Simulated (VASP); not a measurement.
# Cu3N (Pm-3m) in VASP: notebook, part 2 of 2

VASP 6.6.1. The steps go on from the part before.

## 3. Single point, PBE

This run uses another cell than the first one, of 11.79 Å³/atom, 0.850 times its volume.

Contents of INCAR:

```
SYSTEM = Cu3N
PREC = Accurate
ENCUT = 600
EDIFF = 1E-6
ISMEAR = 0
SIGMA = 0.1
LREAL = .FALSE.
LASPH = .TRUE.
NELM = 120
ALGO = Normal
ISIF = 2
LWAVE = .FALSE.
LCHARG = .FALSE.
GGA = PE
NBANDS = 27
GGA_COMPAT = .FALSE.
```

Contents of KPOINTS:

```
Automatic mesh
0
G
  12 12 12
  0 0 0
```

Contents of POSCAR:

```
Cu3N
1.0
    3.6128564377      0.0000000000      0.0000000000
    0.0000000000      3.6128564377      0.0000000000
    0.0000000000      0.0000000000      3.6128564377
Cu N
3 1
Direct
    0.5000000000      0.0000000000      0.0000000000
    0.0000000000      0.5000000000      0.0000000000
    0.0000000000      0.0000000000      0.5000000000
    0.0000000000      0.0000000000      0.0000000000
```

Potentials or basis: VASP PAW PBE potentials, release 64 (Cu, N).

Command:

```
cat potpaw_PBE.64/Cu/POTCAR potpaw_PBE.64/N/POTCAR > POTCAR
mpirun -np 1 vasp_std > vasp.out
```

OUTCAR:

```text
SYSTEM = Cu3N
   PREC = Accurate
   ENCUT = 600
   EDIFF = 1E-6
   ISMEAR = 0
   LREAL = .FALSE.
   LASPH = .TRUE.
   NELM = 120
   ISIF = 2
   GGA = PE

 ion  position               nearest neighbor table
   1  0.500  0.000  0.000-   4 1.81   4 1.81   2 2.55   3 2.55   2 2.55   2 2.55   3 2.55   3 2.55
                             3 2.55   2 2.55
   2  0.000  0.500  0.000-   4 1.81   4 1.81   1 2.55   3 2.55   1 2.55   3 2.55   3 2.55   3 2.55
                             1 2.55   1 2.55
   3  0.000  0.000  0.500-   4 1.81   4 1.81   1 2.55   1 2.55   2 2.55   2 2.55   2 2.55   2 2.55
                             1 2.55   1 2.55
   4  0.000  0.000  0.000-   1 1.81   2 1.81   3 1.81   3 1.81   2 1.81   1 1.81

  LATTYP: Found a simple cubic cell.
 ALAT       =     3.6128564377

  Lattice vectors:

 A1 = (   3.6128564377,   0.0000000000,   0.0000000000)
 A2 = (   0.0000000000,   3.6128564377,   0.0000000000)
 A3 = (   0.0000000000,   0.0000000000,   3.6128564377)

Analysis of symmetry for initial positions (statically):
=====================================================================
 Subroutine PRICEL returns:
 Original cell was already a primitive cell.

 Routine SETGRP: Setting up the symmetry group for a
 simple cubic supercell.

 Subroutine GETGRP returns: Found 48 space group operations
 (whereof 48 operations were pure point group operations)
 out of a pool of 48 trial point group operations.

The static configuration has the point symmetry O_h .

Analysis of symmetry for dynamics (positions and initial velocities):
=====================================================================
 Subroutine PRICEL returns:
 Original cell was already a primitive cell.

 Routine SETGRP: Setting up the symmetry group for a
 simple cubic supercell.

 Subroutine GETGRP returns: Found 48 space group operations
 (whereof 48 operations were pure point group operations)
 out of a pool of 48 trial point group operations.

The dynamic configuration has the point symmetry O_h .

 Subroutine INISYM returns: Found 48 space group operations
 (whereof 48 operations are pure point group operations),
 and found     1 'primitive' translations

----------------------------------------------------------------------------------------

                                     Primitive cell

  volume of cell :      47.1576

  direct lattice vectors                    reciprocal lattice vectors
     3.612856438  0.000000000  0.000000000     0.276789299  0.000000000  0.000000000
     0.000000000  3.612856438  0.000000000     0.000000000  0.276789299  0.000000000
     0.000000000  0.000000000  3.612856438     0.000000000  0.000000000  0.276789299

  length of vectors
     3.612856438  3.612856438  3.612856438     0.276789299  0.276789299  0.276789299

  position of ions in fractional coordinates (direct lattice)
     0.500000000  0.000000000  0.000000000
     0.000000000  0.500000000  0.000000000
     0.000000000  0.000000000  0.500000000
     0.000000000  0.000000000  0.000000000

  ion indices of the primitive-cell ions
   primitive index   ion index
                 1           1
                 2           2
                 3           3
                 4           4

----------------------------------------------------------------------------------------

 KPOINTS: Automatic mesh

Automatic generation of k-mesh.
 Grid dimensions read from file:
 generate k-points for:   12   12   12

 Generating k-lattice:

  Cartesian coordinates                     Fractional coordinates (reciprocal lattice)
     0.023065775  0.000000000  0.000000000     0.083333333  0.000000000  0.000000000
     0.000000000  0.023065775  0.000000000     0.000000000  0.083333333  0.000000000
     0.000000000  0.000000000  0.023065775     0.000000000  0.000000000  0.083333333

  Length of vectors
     0.023065775  0.023065775  0.023065775

  Shift w.r.t. Gamma in fractional coordinates (k-lattice)
     0.000000000  0.000000000  0.000000000

 Subroutine IBZKPT returns following result:
 ===========================================

 Found     84 irreducible k-points:

 Following reciprocal coordinates:
            Coordinates               Weight
  0.000000  0.000000  0.000000      1.000000
  0.083333  0.000000  0.000000      6.000000
  0.166667  0.000000  0.000000      6.000000
  0.250000  0.000000  0.000000      6.000000
  0.333333  0.000000  0.000000      6.000000
  0.416667  0.000000  0.000000      6.000000
[... 16 lines left out ...]
  0.333333  0.333333  0.000000     12.000000
  0.416667  0.333333  0.000000     24.000000
 [... further k-points ...]
   k-points           NKPTS =     84   k-points in BZ     NKDIM =     84   number of bands    NBANDS=     27
   number of dos      NEDOS =    301   number of ions     NIONS =      4
   total plane-waves  NPLWV =  27000
   dimension x,y,z NGX =    30 NGY =   30 NGZ =   30
   dimension x,y,z NGXF=    60 NGYF=   60 NGZF=   60
   ions per type =               3   1
   NGX,Y,Z   is equivalent  to a cutoff of  13.80, 13.80, 13.80 a.u.
   NGXF,Y,Z  is equivalent  to a cutoff of  27.61, 27.61, 27.61 a.u.
 SYSTEM =  Cu3N
   PREC   = accura    normal or accurate (medium, high low for compatibility)
   ISTART =      0    job   : 0-new  1-cont  2-samecut
   ICHARG =      2    charge: 1-file 2-atom 10-const
   ISPIN  =      1    spin polarized calculation?
   LNONCOLLINEAR =      F non collinear calculations
   LSORBIT =      F    spin-orbit coupling
   LASPH  =      T    aspherical Exc in radial PAW
   ENCUT  =  600.0 eV  44.10 Ry    6.64 a.u.   7.22  7.22  7.22*2*pi/ulx,y,z
   NELM   =    120;   NELMIN=  2; NELMDL= -5     # of ELM steps
   EDIFF  = 0.1E-05   stopping-criterion for ELM
   LREAL  =      F    real-space projection
   EDIFFG = 0.1E-04   stopping-criterion for IOM
   NSW    =      0    number of steps for IOM
   IBRION =     -1    ionic relax: 0-MD 1-quasi-New 2-CG
   NFREE  =      0    steps in history (QN), initial steepest desc. (CG)
   ISIF   =      2    stress and relaxation
   ISYM   =      2    0-nonsym 1-usesym 2-fastsym
   POTIM  = 0.5000    time-step for ionic-motion
   TEBEG  =    0.0;   TEEND  =   0.0 temperature during run
   PSTRESS=    0.0 pullay stress
   NELECT =      38.0000    total number of electrons
   NUPDOWN=      -1.0000    fix difference up-down
   EMIN   =  10.00;   EMAX   =-10.00  energy-range for DOS
   EFERMI =   0.00;   METHOD = LEGACY
   ISMEAR =     0;   SIGMA  =   0.10  broadening in eV -4-tet -1-fermi 0-gaus
   EFERMI_NEDOS =   21; number of points for ismear=-14 and -15
   IALGO  =     38    algorithm
   IMIX   =      4    mixing-type and parameters
     AMIX     =   0.40;   BMIX     =  1.00
     AMIX_MAG =   1.60;   BMIX_MAG =  1.00
  volume/ion in A,a.u.               =      11.79        79.56
  Fermi-wavevector in a.u.,A,eV,Ry     =   1.523417  2.878840 31.576372  2.320798
  Thomas-Fermi vector in A             =   2.631863
   LORBIT       =      0    0 simple, 1 ext, 2 COOP (PROOUT), +10 PAW based schemes
   GGA     = PE    functional components
   LHFCALC =     F    Hartree Fock is set to
   AEXX    =    0.0000 exact exchange contribution
   IVDW    =     0    specifies the selected vdW correction
   LEPSILON=     F    determine dielectric tensor
   LRPA    =     F    only Hartree local field effects (RPA)
 non-spin polarized calculation
 Gauss-broadening in eV      SIGMA  =   0.10
  energy-cutoff  :      600.00
  volume of cell :       47.16
 maximum number of plane-waves:      1596
 NGX is ok and might be reduce to    30
   NGX = 15   NGY = 15   NGZ = 15

 number of electron      37.9999980 magnetization

 Free energy of the ion-electron system (eV)
  ---------------------------------------------------
  ext. energy  EPLUGINS =         0.00000000
  ---------------------------------------------------
  free energy    TOTEN  =       -17.64086974 eV

  energy without entropy =      -17.63946773  energy(sigma->0) =      -17.64016873

 E-fermi :   6.7805     XC(G=0): -11.6675

 val. band max:        6.7452626004   @ k =   0.5000   0.5000   0.2500
 cond. band min:       6.8136340993   @ k =   0.5000   0.4167   0.4167
 fundamental gap:      0.0683714989
 Fermi energy:         6.7804675301

 k-point     1 :       0.0000    0.0000    0.0000
  band No.  band energies     occupation
      1     -11.6387      2.00000
      2       0.4148      2.00000
      3       1.0553      2.00000
      4       1.0553      2.00000
      5       1.0553      2.00000
      6       1.9281      2.00000
[... 19 lines left out ...]
     26      20.1998      0.00000
     27      20.1998      0.00000
[... 667 lines left out ...]
      5       2.4323      2.00000
      6       2.7277      2.00000
[... 19 lines left out ...]
     26      17.8518      0.00000
     27      19.5563      0.00000

 [... further k-points ...]
[... 5 lines left out ...]
  --------------------------------------------------------------------------------------
  -------------------------------------------------------------------------------------
  Total        9.0879344      9.0879344      9.0879344      0.0000000     -0.0000000     -0.0000000
  in kB      308.7618614    308.7618614    308.7618614      0.0000000     -0.0000000     -0.0000000
  external PRESSURE =     308.7618614 kB  Pullay stress =       0.0000000 kB

 VOLUME and BASIS-vectors are now :
 -----------------------------------------------------------------------------
  energy-cutoff  :      600.00
  volume of cell :       47.16
      direct lattice vectors                 reciprocal lattice vectors
     3.612856438  0.000000000  0.000000000     0.276789299  0.000000000  0.000000000
     0.000000000  3.612856438  0.000000000     0.000000000  0.276789299  0.000000000
     0.000000000  0.000000000  3.612856438     0.000000000  0.000000000  0.276789299

 POSITION                                       TOTAL-FORCE (eV/Angst)
 -----------------------------------------------------------------------------------
      1.80643      0.00000      0.00000         0.000000      0.000000      0.000000
      0.00000      1.80643      0.00000         0.000000      0.000000      0.000000
      0.00000      0.00000      1.80643         0.000000      0.000000      0.000000
      0.00000      0.00000      0.00000         0.000000      0.000000      0.000000
 -----------------------------------------------------------------------------------
    total drift:                                0.000000      0.000000      0.000000

  FREE ENERGIE OF THE ION-ELECTRON SYSTEM (eV)
  ---------------------------------------------------
  free  energy   TOTEN  =       -17.6408697356 eV

  energy  without entropy=      -17.6394677253  energy(sigma->0) =      -17.64016873
```

stdout:

```text
POSCAR found type information on POSCAR CuN
 POSCAR found :  2 types and       4 ions
 scaLAPACK will be used
 LDA part: xc-table for (Slater+PW92), standard interpolation
 POSCAR, INCAR and KPOINTS ok, starting setup
 FFT: planning ... GRIDC
 FFT: planning ... GRID_SOFT
 FFT: planning ... GRID
 WAVECAR not read
 entering main loop
```

Run time: 2.4 min. Hardware: 1 thread of Intel Xeon Platinum 8488C (Sapphire Rapids), shared host; peak memory 0.24 GiB.

What came out:

```
Free energy            : -17.6409 eV
Pressure               : 30.9 GPa
Band gap on the k mesh : zero (band 19 reaches 6.86 eV, above the bottom of band 20 at 6.51 eV)
```
